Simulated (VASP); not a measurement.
**MgAl6N8 (a cell with a defect): single point with PBE**

MgAl6N8 (a cell with a defect):

```
CELL_PARAMETERS angstrom
-3.11000 -5.38668 0.00000
4.66500 -2.69334 0.00000
0.00000 0.00000 4.98000
ATOMIC_POSITIONS crystal
Al 0.48789 0.68039 0.99679
Al 0.24360 0.12539 0.03887
Al 0.24848 0.83434 0.49928
Al 0.00355 0.67398 0.00087
Al 0.01139 0.33917 0.49819
Al 0.75414 0.82270 0.49675
N 0.49760 0.69752 0.36026
N 0.35544 0.38927 0.86355
N 0.24206 0.15659 0.38709
N 0.24265 0.84401 0.86917
N 0.00613 0.66360 0.36870
N 0.12750 0.38498 0.85585
N 0.77364 0.15708 0.47769
N 0.74736 0.72081 0.84802
Mg 0.50857 0.34351 0.49492
```

* Program: VASP 6.6.1
* Task: single point
* Functional: PBE
* Potentials or basis: VASP PAW PBE potentials, release 64 (Al, N, Mg_sv)
* Cutoff: 750 eV
* k mesh: 2 × 2 × 2
* Occupations: fermi-dirac, width 0.05 eV
* Spin: no spin polarisation

```
Pressure               : 19.1 GPa
Largest force          : 0.111 eV/Å
Band gap on the k mesh : zero (bands 34 and 35 overlap by 0.27 eV)
```

Forces in eV/Å, atoms in the order of the input:
```
Al  -0.003  0.015 -0.004
Al   0.012  0.002 -0.002
Al  -0.002  0.001  0.000
Al  -0.019 -0.007  0.007
Al   0.006 -0.024  0.019
Al   0.001  0.006  0.001
N    0.023 -0.015 -0.007
N   -0.034 -0.105  0.013
N   -0.002  0.024 -0.001
N   -0.023 -0.003 -0.012
N    0.002 -0.003 -0.001
N    0.056  0.091 -0.013
N   -0.031  0.006 -0.001
N    0.009  0.012 -0.003
Mg   0.005 -0.001  0.002
```

Stress tensor (GPa, compression positive):
```
22.91 -5.29 -0.89
-5.29 15.08  1.87
-0.89  1.87 19.23
```

Levels at points of the mesh, in eV from the Fermi level:
```
           k point  band 30  band 31  band 32  band 33  band 34  band 35  band 36  band 37  band 38  band 39
(0.00, 0.00, 0.00)    -0.82    -0.56    -0.47    -0.29    -0.25    -0.17     4.03     5.73     6.07     6.30
(0.50, 0.00, 0.00)    -1.16    -0.96    -0.73    -0.45    -0.18     0.14     4.40     5.17     5.97     6.98
(0.00, 0.50, 0.00)    -1.01    -0.80    -0.52    -0.23    -0.14     0.09     4.76     5.63     6.22     6.34
(0.50, 0.50, 0.00)    -1.23    -0.96    -0.65    -0.55    -0.08     0.27     5.15     5.74     6.08     6.94
(0.00, 0.00, 0.50)    -1.03    -0.97    -0.62    -0.35    -0.23     0.13     5.21     5.68     5.86     6.31
(0.50, 0.00, 0.50)    -1.15    -1.00    -0.97    -0.46    -0.19     0.25     5.19     5.52     6.45     6.64
(0.00, 0.50, 0.50)    -1.17    -1.04    -0.64    -0.35    -0.10     0.20     5.02     5.22     5.84     6.10
(0.50, 0.50, 0.50)    -1.38    -1.22    -0.69    -0.60     0.09     0.49     5.37     5.53     5.75     6.54
```

Run time: 2 min on 1 thread of AMD EPYC 9R45 96-Core Processor (Zen 5), with other jobs on the host, peak memory 0.33 GiB.

Caveat: the k points lie up to 0.63 Å⁻¹ apart.
